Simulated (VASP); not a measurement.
# C in VASP: further runs, part 2 of 3

VASP 6.6.1. Earlier steps stand in the parts before.

## 4. Single point, PBE+D3(BJ)

INCAR reads:

```
PREC = Accurate ; ENCUT = 520
EDIFF = 1E-6 ; ISMEAR = 0
SIGMA = 0.1 ; LREAL = False
LASPH = True ; NELM = 100
ALGO = Normal ; ISIF = 2
LWAVE = False ; LCHARG = False
LDIPOL = True ; IDIPOL = 3
DIPOL = 0.5 0.5 0.500 ; GGA = PE
IVDW = 12 ; NBANDS = 11
```

KPOINTS reads:

```
Automatic mesh
0
Gamma
  21 21 1
```

POSCAR reads:

```
C
1.0
    2.4710000000      0.0000000000      0.0000000000
   -1.2355000000      2.1399487728      0.0000000000
    0.0000000000      0.0000000000     26.0024170307
C
2
Direct
    0.6666666667      0.3333333333      0.5137294929
    0.3333333333      0.6666666667      0.4862705071
```

Potentials or basis: VASP PAW PBE potentials, release 64 (C).

On the command line:

```
$ cat potpaw_PBE.64/C/POTCAR > POTCAR
$ mpirun -np 1 vasp_std > vasp.out
```

OUTCAR:

```text
PREC = Accurate
   ENCUT = 520
   EDIFF = 1E-6
   ISMEAR = 0
   LREAL = False
   LASPH = True
   NELM = 100
   ISIF = 2
   GGA = PE
   IVDW = 12
 IVDW          = 12

 ion  position               nearest neighbor table
   1  0.667  0.333  0.514-   2 1.60   2 1.60   2 1.60
   2  0.333  0.667  0.486-   1 1.60   1 1.60   1 1.60

  LATTYP: Found a hexagonal cell.
 ALAT       =     2.4710000000
 C/A-ratio  =    10.5230340068

  Lattice vectors:

 A1 = (   2.4710000000,   0.0000000000,   0.0000000000)
 A2 = (  -1.2355000000,   2.1399487728,   0.0000000000)
 A3 = (   0.0000000000,   0.0000000000,  26.0024170307)

Analysis of symmetry for initial positions (statically):
=====================================================================
 Subroutine PRICEL returns:
 Original cell was already a primitive cell.

 Routine SETGRP: Setting up the symmetry group for a
 hexagonal supercell.

 Subroutine GETGRP returns: Found 12 space group operations
 (whereof 12 operations were pure point group operations)
 out of a pool of 24 trial point group operations.

The static configuration has the point symmetry D_3d.

Analysis of symmetry for dynamics (positions and initial velocities):
=====================================================================
 Subroutine PRICEL returns:
 Original cell was already a primitive cell.

 Routine SETGRP: Setting up the symmetry group for a
 hexagonal supercell.

 Subroutine GETGRP returns: Found 12 space group operations
 (whereof 12 operations were pure point group operations)
 out of a pool of 24 trial point group operations.

The dynamic configuration has the point symmetry D_3d.

 Subroutine INISYM returns: Found 12 space group operations
 (whereof 12 operations are pure point group operations),
 and found     1 'primitive' translations

----------------------------------------------------------------------------------------

                                     Primitive cell

  volume of cell :     137.4959

  direct lattice vectors                    reciprocal lattice vectors
     2.471000000  0.000000000  0.000000000     0.404694456  0.233650453  0.000000000
    -1.235500000  2.139948773  0.000000000     0.000000000  0.467300906  0.000000000
     0.000000000  0.000000000 26.002417031     0.000000000  0.000000000  0.038457963

  length of vectors
     2.471000000  2.471000000 26.002417031     0.467300906  0.467300906  0.038457963

  position of ions in fractional coordinates (direct lattice)
     0.666666667  0.333333333  0.513729493
     0.333333333  0.666666667  0.486270507

  ion indices of the primitive-cell ions
   primitive index   ion index
                 1           1
                 2           2

----------------------------------------------------------------------------------------

 KPOINTS: Automatic mesh

Automatic generation of k-mesh.
 Grid dimensions read from file:
 generate k-points for:   21   21    1

 Generating k-lattice:

  Cartesian coordinates                     Fractional coordinates (reciprocal lattice)
     0.019271165  0.011126212  0.000000000     0.047619048 -0.000000000  0.000000000
     0.000000000  0.022252424  0.000000000     0.000000000  0.047619048  0.000000000
     0.000000000  0.000000000  0.038457963     0.000000000  0.000000000  1.000000000

[... 44 lines left out ...]
   NGX,Y,Z   is equivalent  to a cutoff of  12.11, 12.11, 12.53 a.u.
   NGXF,Y,Z  is equivalent  to a cutoff of  24.22, 24.22, 25.06 a.u.
 SYSTEM =  unknown system
   PREC   = accura    normal or accurate (medium, high low for compatibility)
   ISTART =      0    job   : 0-new  1-cont  2-samecut
   ICHARG =      2    charge: 1-file 2-atom 10-const
   ISPIN  =      1    spin polarized calculation?
   LNONCOLLINEAR =      F non collinear calculations
   LSORBIT =      F    spin-orbit coupling
   LASPH  =      T    aspherical Exc in radial PAW
   ENCUT  =  520.0 eV  38.22 Ry    6.18 a.u.   4.59  4.59 48.35*2*pi/ulx,y,z
   NELM   =    100;   NELMIN=  2; NELMDL= -5     # of ELM steps
   EDIFF  = 0.1E-05   stopping-criterion for ELM
   LREAL  =      F    real-space projection
   EDIFFG = 0.1E-04   stopping-criterion for IOM
   NSW    =      0    number of steps for IOM
   IBRION =     -1    ionic relax: 0-MD 1-quasi-New 2-CG
   NFREE  =      0    steps in history (QN), initial steepest desc. (CG)
   ISIF   =      2    stress and relaxation
   ISYM   =      2    0-nonsym 1-usesym 2-fastsym
   POTIM  = 0.5000    time-step for ionic-motion
   TEBEG  =    0.0;   TEEND  =   0.0 temperature during run
   PSTRESS=    0.0 pullay stress
   NELECT =       8.0000    total number of electrons
   NUPDOWN=      -1.0000    fix difference up-down
   EMIN   =  10.00;   EMAX   =-10.00  energy-range for DOS
   EFERMI =   0.00;   METHOD = LEGACY
   ISMEAR =     0;   SIGMA  =   0.10  broadening in eV -4-tet -1-fermi 0-gaus
   EFERMI_NEDOS =   21; number of points for ismear=-14 and -15
   IALGO  =     38    algorithm
   IMIX   =      4    mixing-type and parameters
     AMIX     =   0.40;   BMIX     =  1.00
     AMIX_MAG =   1.60;   BMIX_MAG =  1.00
  volume/ion in A,a.u.               =      68.75       463.93
  Fermi-wavevector in a.u.,A,eV,Ry     =   0.634368  1.198782  5.475301  0.402423
  Thomas-Fermi vector in A             =   1.698340
   LORBIT       =      0    0 simple, 1 ext, 2 COOP (PROOUT), +10 PAW based schemes
   GGA     = PE    functional components
   LHFCALC =     F    Hartree Fock is set to
   AEXX    =    0.0000 exact exchange contribution
   IVDW    =    12    specifies the selected vdW correction
   LEPSILON=     F    determine dielectric tensor
   LRPA    =     F    only Hartree local field effects (RPA)
 non-spin polarized calculation
 Gauss-broadening in eV      SIGMA  =   0.10
  energy-cutoff  :      520.00
  volume of cell :      137.50
 maximum number of plane-waves:      3752
   NGX =  9   NGY =  9   NGZ = 97

 dipolmoment           0.000000      0.000000      0.000000 electrons x Angstroem

 number of electron       7.9999999 magnetization

 dipolmoment           0.000000      0.000000     -0.000000 electrons x Angstroem

 Free energy of the ion-electron system (eV)
  ---------------------------------------------------
  ext. energy  EPLUGINS =         0.00000000
  ---------------------------------------------------
  free energy    TOTEN  =       -14.19015336 eV

  energy without entropy =      -14.18537472  energy(sigma->0) =      -14.18776404

 E-fermi :  -3.5520     XC(G=0):  -1.8038

 val. band max:       -3.5645643284   @ k =   0.3810   0.2381   0.0000
 cond. band min:      -3.5198991329   @ k =   0.4762   0.0000   0.0000
 fundamental gap:      0.0446651955
 Fermi energy:        -3.5520221856

 k-point     1 :       0.0000    0.0000    0.0000
  band No.  band energies     occupation
      1     -21.3286      2.00000
      2     -10.5300      2.00000
      3      -3.0881      0.00000
      4      -2.9242      0.00000
      5      -2.9242      0.00000
      6       0.9583      0.00000
      7       1.1361      0.00000
      8       1.5240      0.00000
      9       1.6995      0.00000
     10       2.5490      0.00000
     11       2.9366      0.00000
[... 309 lines left out ...]
 k-point    24 :       0.1905    0.0952    0.0000
  band No.  band energies     occupation
      1     -19.7420      2.00000
      2      -8.9607      2.00000
      3      -7.7823      2.00000
      4      -5.5306      2.00000
      5      -2.2030      0.00000
      6       2.9920      0.00000
      7       3.0313      0.00000
      8       3.3639      0.00000
      9       3.7657      0.00000
     10       4.1317      0.00000
     11       4.8947      0.00000

 [... further k-points ...]

------------------------ aborting loop because EDIFF is reached ----------------------------------------

 vacuum level on the upper side and lower side of the slab       (xc-potential included)        -0.008        -0.008

 Edisp (eV)   -0.17682

 E8    (eV) :    -0.0552

  FORCE on cell =-STRESS in cart. coord.  units (eV):
  Direction    XX          YY          ZZ          XY          YZ          ZX
  --------------------------------------------------------------------------------------
  -------------------------------------------------------------------------------------
  Total       0.95007     0.95007    -7.64418     0.00000     0.00000     0.00000
  in kB      11.07072    11.07072   -89.07417     0.00000     0.00000     0.00000
  external pressure =      -22.31 kB  Pullay stress =        0.00 kB

 VOLUME and BASIS-vectors are now :
 -----------------------------------------------------------------------------
  energy-cutoff  :      520.00
  volume of cell :      137.50
      direct lattice vectors                 reciprocal lattice vectors
     2.471000000  0.000000000  0.000000000     0.404694456  0.233650453  0.000000000
    -1.235500000  2.139948773  0.000000000     0.000000000  0.467300906  0.000000000
     0.000000000  0.000000000 26.002417031     0.000000000  0.000000000  0.038457963

 POSITION                                       TOTAL-FORCE (eV/Angst)
 -----------------------------------------------------------------------------------
      1.23550      0.71332     13.35821        -0.000000      0.000000    -10.691030
     -0.00000      1.42663     12.64421         0.000000     -0.000000     10.691030
 -----------------------------------------------------------------------------------
    total drift:                                0.000000      0.000000     -0.000000

  FREE ENERGIE OF THE ION-ELECTRON SYSTEM (eV)
  ---------------------------------------------------
  free  energy   TOTEN  =       -14.3669701586 eV

  energy  without entropy=      -14.3621915153  energy(sigma->0) =      -14.36458084

 vacuum level on the upper side and lower side of the slab         1.158         1.158
```

OSZICAR:

```text
N       E                     dE             d eps       ncg     rms          rms(c)
DAV:   1     0.537997588209E+02    0.53800E+02   -0.30344E+03  1064   0.513E+02
DAV:   2    -0.984111941281E+01   -0.63641E+02   -0.52442E+02  1670   0.980E+01
DAV:   3    -0.148059804052E+02   -0.49649E+01   -0.49570E+01  1580   0.387E+01
[... 12 lines left out ...]
DAV:  16    -0.141901214014E+02   -0.80790E-04   -0.61859E-06  1411   0.793E-03    0.140E-03
DAV:  17    -0.141901478804E+02   -0.26479E-04   -0.73842E-07  1349   0.330E-03    0.478E-04
DAV:  18    -0.141901505598E+02   -0.26794E-05   -0.19387E-08  1529   0.760E-04    0.489E-04
DAV:  19    -0.141901531115E+02   -0.25517E-05   -0.75420E-08  1269   0.112E-03    0.182E-04
DAV:  20    -0.141901533592E+02   -0.24765E-06   -0.37849E-09  1483   0.313E-04
   1 F= -.14366970E+02 E0= -.14364581E+02  d E =-.477864E-02
```

Wall time 3.3 min (1 thread of Intel Xeon Platinum 8375C at 2.90GHz (Ice Lake), shared host); peak memory 0.26 GiB.

Results:

- Free energy: -14.3670 eV
- Largest force: 10.691 eV/Å
- Band gap on the k mesh: zero (band 4 reaches -2.92 eV, above the bottom of band 5 at -4.09 eV)
- Dispersion energy per atom: -0.088 eV

Forces in eV/Å, atoms in the order of the input:
```
C     0.000   0.000 -10.691
C     0.000   0.000  10.691
```

Levels at points of the mesh, in eV from the Fermi level:
```tsv
k point	band 1	band 2	band 3	band 4	band 5	band 6	band 7	band 8	band 9
(0.00, 0.00, 0.00)	-17.78	-6.98	0.46	0.63	0.63	4.51	4.69	5.08	5.25
```

## 5. Single point, PBE+D3(BJ)

INCAR reads:

```
ALGO     = Normal         # electronic algorithm
DIPOL    = 0.5 0.5 0.500
EDIFF    = 1E-7           # SCF threshold, eV
ENCUT    = 520            # plane-wave cutoff, eV
GGA      = PE             # functional
IDIPOL   = 3            
ISIF     = 2              # what is computed and relaxed
ISMEAR   = 0              # smearing method
IVDW     = 12             # dispersion correction
LASPH    = T              # aspherical terms in the spheres
LCHARG   = F              # write CHGCAR
LDIPOL   = T            
LREAL    = F              # projectors in reciprocal space
LWAVE    = F              # write WAVECAR
NBANDS   = 11             # bands
NELM     = 100            # most SCF steps
PREC     = Accurate       # precision mode
SIGMA    = 0.1            # smearing width, eV
```

KPOINTS reads:

```
k-points
0
Gamma
  21 21 1
```

POSCAR reads:

```
C
1.0
    2.4710000000      0.0000000000      0.0000000000
   -1.2355000000      2.1399487728      0.0000000000
    0.0000000000      0.0000000000     26.0024170307
C
2
Direct
    0.6666666667      0.3333333333      0.5192289817
    0.3333333333      0.6666666667      0.4807710183
```

Potentials or basis: VASP PAW PBE potentials, release 64 (C).

On the command line:

```
$ cat potpaw_PBE.64/C/POTCAR > POTCAR
$ mpirun -np 1 vasp_std > vasp.out
```

OUTCAR:

```text
EDIFF = 1E-7
   ENCUT = 520
   GGA = PE
   ISIF = 2
   ISMEAR = 0
   IVDW = 12
   LASPH = T
   LREAL = F
   NELM = 100
   PREC = Accurate
 IVDW          = 12

 ion  position               nearest neighbor table
   1  0.667  0.333  0.519-   2 1.74   2 1.74   2 1.74
   2  0.333  0.667  0.481-   1 1.74   1 1.74   1 1.74

  LATTYP: Found a hexagonal cell.
 ALAT       =     2.4710000000
 C/A-ratio  =    10.5230340068

  Lattice vectors:

 A1 = (   2.4710000000,   0.0000000000,   0.0000000000)
[... 529 lines left out ...]

 Edisp (eV)   -0.17962

 E8    (eV) :    -0.0560

  FORCE on cell =-STRESS in cart. coord.  units (eV):
  Direction    XX          YY          ZZ          XY          YZ          ZX
  --------------------------------------------------------------------------------------
  -------------------------------------------------------------------------------------
  Total      -0.82900    -0.82900    -7.64880     0.00000    -0.00000     0.00000
  in kB      -9.65992    -9.65992   -89.12797     0.00000    -0.00000     0.00000
  external pressure =      -36.15 kB  Pullay stress =        0.00 kB

 VOLUME and BASIS-vectors are now :
 -----------------------------------------------------------------------------
  energy-cutoff  :      520.00
  volume of cell :      137.50
      direct lattice vectors                 reciprocal lattice vectors
     2.471000000  0.000000000  0.000000000     0.404694456  0.233650453  0.000000000
    -1.235500000  2.139948773  0.000000000     0.000000000  0.467300906  0.000000000
     0.000000000  0.000000000 26.002417031     0.000000000  0.000000000  0.038457963

 POSITION                                       TOTAL-FORCE (eV/Angst)
 -----------------------------------------------------------------------------------
      1.23550      0.71332     13.50121        -0.000000      0.000000     -7.639182
     -0.00000      1.42663     12.50121         0.000000      0.000000      7.639182
 -----------------------------------------------------------------------------------
    total drift:                                0.000000      0.000000     -0.000000

  FREE ENERGIE OF THE ION-ELECTRON SYSTEM (eV)
  ---------------------------------------------------
  free  energy   TOTEN  =       -11.6664413248 eV

  energy  without entropy=      -11.6604238675  energy(sigma->0) =      -11.66343260

 vacuum level on the upper side and lower side of the slab         1.312         1.312
```

stdout:

```text
POSCAR found type information on POSCAR C
 POSCAR found :  1 types and       2 ions
 scaLAPACK will be used
 LDA part: xc-table for (Slater+PW92), standard interpolation
 POSCAR, INCAR and KPOINTS ok, starting setup
 FFT: planning ... GRIDC
 FFT: planning ... GRID_SOFT
 FFT: planning ... GRID
 WAVECAR not read
 entering main loop
```

Run time: 2.7 min. Hardware: 1 thread of Intel Xeon Platinum 8375C at 2.90GHz (Ice Lake), shared host; peak memory 0.26 GiB.

Results:

| Item | Value |
| --- | --- |
| Free energy | -11.6664 eV |
| Largest force | 7.639 eV/Å |
| Band gap on the k mesh | zero (band 4 reaches -2.47 eV, above the bottom of band 5 at -5.48 eV) |
| Dispersion energy per atom | -0.090 eV |

Forces on the atoms (eV/Å):
```
C    0.000  0.000 -7.639
C    0.000  0.000  7.639
```

Levels at points of the mesh, in eV from the Fermi level:
```
           k point  band 1  band 2  band 3  band 4  band 5  band 6  band 7  band 8
(0.00, 0.00, 0.00)  -16.68   -6.97   -0.66    2.42    2.42    5.75    6.02    6.40
```

(Part 2 of 3 ends here.)
